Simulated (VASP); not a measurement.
Wanted: the native input for a VASP 6.6.1 run.

```
Task                   : single point
Functional             : PBEsol
Potentials or basis    : VASP PAW PBE potentials, release 64 (Hg)
Cutoff                 : 520 eV
k mesh                 : 12 × 12 × 12
Occupations            : gaussian, width 0.1 eV
Spin                   : no spin polarisation
Dipole correction      : no
Further INCAR settings : ALGO = Fast; EDIFF = 1e-07; NBANDS = 19
```

The structure of Hg lies in POSCAR:

```
Hg
1.0
    3.7807521512      0.0000000000      0.0000000000
    0.0000000000      3.7807521512      0.0000000000
    0.0000000000      0.0000000000      3.3427591574
Hg
2
Direct
    0.0000000000      0.0000000000      0.0000000000
    0.5000000000      0.5000000000      0.5000000000
```

These files were run (other wordings do the same):

INCAR

```
SYSTEM = Hg
PREC = Accurate
ENCUT = 520
EDIFF = 1E-7
ISMEAR = 0
SIGMA = 0.1
LREAL = .False.
LASPH = .True.
NELM = 80
ALGO = Fast
ISIF = 2
LWAVE = .False.
LCHARG = .False.
GGA = PS
NBANDS = 19
```

KPOINTS

```
regular mesh
0
Gamma
  12 12 12
  0 0 0
```

Potentials or basis: VASP PAW PBE potentials, release 64 (Hg).

Launch:

```sh
$ cat potpaw_PBE.64/Hg/POTCAR > POTCAR
$ mpirun -np 1 vasp_std > vasp.out
```

Results of the run:

```
Pressure               : 0.2 GPa
Band gap on the k mesh : zero (band 12 reaches 5.22 eV, above the bottom of band 13 at 0.76 eV)
```

Caveat: the PAW data sets were made with another functional, which shifts forces and pressure a little; spin-orbit coupling is left out, which moves the levels of the heavy elements.

Wall time 88 s on 1 thread of Intel Xeon 6975P-C (shared host), peak memory 0.26 GiB.
